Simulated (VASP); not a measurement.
Mg2BeS3:

```
Mg Be S
1.0
     3.90376    0.00000    0.00000
    -1.95188    3.38076    0.00000
     0.00000    0.00000    9.65505
Mg Be S
2 1 3
Direct
  0.33333 0.66667 0.67902
  0.66667 0.33333 0.32098
  0.00000 0.00000 0.00000
  0.33333 0.66667 0.14299
  0.66667 0.33333 0.85701
  0.00000 0.00000 0.50000
```

* Program: VASP 6.6.1
* Task: relaxation of cell and atoms
* Functional: PBEsol
* Potentials or basis: VASP PAW PBE potentials, release 64 (Mg, Be, S)
* Cutoff: 600 eV
* k mesh: 6 × 6 × 2
* Occupations: fermi-dirac, width 0.03 eV
* Spin: no spin polarisation

At the start: pressure -14.7 GPa; volume 21.24 Å³/atom.

Task: How do energy, volume and symmetry change on relaxing?

Result: Over 10 steps the energy falls by 341.2 meV/atom and the volume is 15.55 Å³/atom (-26.8 %); space group P-3m1 (No. 164, to 0.1 Å) before and after.

The path:
```csv
step,energy change (eV),largest force (eV/Å),pressure (GPa),volume (Å³)
1,0.0000,0.2604,-14.70,127.42
2,-2.0342,0.2509,-1.33,94.77
3,-2.0407,0.2475,-0.05,93.36
4,-2.0399,0.2458,0.53,92.75
5,-2.0456,0.0971,-0.14,93.45
6,-2.0459,0.0536,-0.35,93.66
7,-2.0468,0.0379,-0.01,93.30
8,-2.0468,0.0365,0.02,93.26
9,-2.0469,0.0134,0.02,93.27
10,-2.0470,0.0073,0.01,93.28
```

Final structure:
```
Mg Be S
1.0
     3.51493    0.00000    0.00000
    -1.75747    3.04402    0.00000
     0.00000    0.00000    8.71810
Mg Be S
2 1 3
Direct
  0.33333 0.66667 0.67517
  0.66667 0.33333 0.32483
  0.00000 0.00000 0.00000
  0.33333 0.66667 0.14353
  0.66667 0.33333 0.85647
  0.00000 0.00000 0.50000
```

Caveat: the volume moved by over 15 % at a fixed basis, so the end points are rough; the PAW data sets were made with another functional, which shifts forces and pressure a little.
